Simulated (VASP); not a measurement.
Input of a VASP 6.6.1 run:

The input INCAR:

```
  PREC = Accurate
  ENCUT = 500
  EDIFF = 1E-6
  ISMEAR = -1
  SIGMA = 0.1
  LREAL = False
  LASPH = True
  NELM = 120
  ALGO = Normal
  ISIF = 2
  LWAVE = False
  LCHARG = False
  GGA = PE
  NBANDS = 21
  GGA_COMPAT = False
```

The input KPOINTS:

```
regular mesh
0
Gamma
  9 9 5
```

POSCAR

```
Ru
1.0
    2.7058000000      0.0000000000      0.0000000000
   -1.3529000000      2.3432920000      0.0000000000
    0.0000000000      0.0000000000      4.2819000000
Ru
2
Direct
    0.3333333333      0.6666666667      0.2500000000
    0.6666666667      0.3333333333      0.7500000000
```

Potentials or basis: VASP PAW PBE potentials, release 64 (Ru_pv).

The run is started by

```console
$ cat potpaw_PBE.64/Ru_pv/POTCAR > POTCAR
$ mpirun -np 1 vasp_std > vasp.out
```

Question: Estimate the pressure.

Answer: 4.4 GPa.

Question: Estimate the band gap on the k mesh.

Answer: Zero (band 14 reaches 14.30 eV, above the bottom of band 15 at 11.26 eV).

Stress tensor (GPa, compression positive):
```
4.68 0.00 0.00
0.00 4.68 0.00
0.00 0.00 3.83
```
